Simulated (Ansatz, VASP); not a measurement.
One calculation of Rb, two programs

File INCAR:

```
SYSTEM = Rb
ALGO = Normal
EDIFF = 1E-7
ENCUT = 520
GGA = PE
ISIF = 2
ISMEAR = 0
IVDW = 12
LASPH = .True.
LCHARG = .False.
LREAL = .False.
LWAVE = .False.
NBANDS = 10
NELM = 100
PREC = Accurate
SIGMA = 0.15
```

KPOINTS

```
k-points
0
Gamma
  12 12 12
  0 0 0
```

Contents of POSCAR:

```
Rb
1.0
    0.0000000000      3.3486938964      3.4942892832
    3.3486938964      0.0000000000      3.4942892832
    3.3486938964      3.3486938964      0.0000000000
Rb
1
Direct
    0.0000000000      0.0000000000      0.0000000000
```

Input for Ansatz:

```yaml
crystal:
  lattice:
    - [0.0, 3.3486938964, 3.4942892832]
    - [3.3486938964, 0.0, 3.4942892832]
    - [3.3486938964, 3.3486938964, 0.0]
  atoms:
    - { symbol: Rb, position: [0.0, 0.0, 0.0] }
basis:
  ecutwfc: 420
kpoints:
  mp_grid: { grid: [12, 12, 12] }
hamiltonian:
  xc: pbe
  dispersion: d3bj
scf:
  occupations: { method: gaussian, width: 0.15 }
output:
  forces: true
  stress: true
  eigenvalues: true
```

Change from the starting cell: strain -0.080 along x and y, -0.040 along z, atoms carried along.

Alike in both runs: task single point; functional PBE; dispersion D3(BJ); k mesh 12 × 12 × 12; occupations gaussian, width 0.15 eV; no spin polarisation.

|  | VASP | Ansatz |
| --- | --- | --- |
| version | VASP 6.6.1 | Ansatz 0.2.0 |
| potentials or method | VASP PAW PBE potentials, release 64 (Rb_sv), cutoff 520 eV | scalar-relativistic, plane waves, PAW |
| valence electrons in the cell | 9 | 9 |

|  | VASP | Ansatz | Ansatz less VASP |
| --- | --- | --- | --- |
| gap on the k mesh at the Fermi level (eV) | none | none | - |
| pressure (GPa) | 0.3 | 0.3 | 0.00 |

A gap of «none» marks a metal or a gap that the smearing closes.
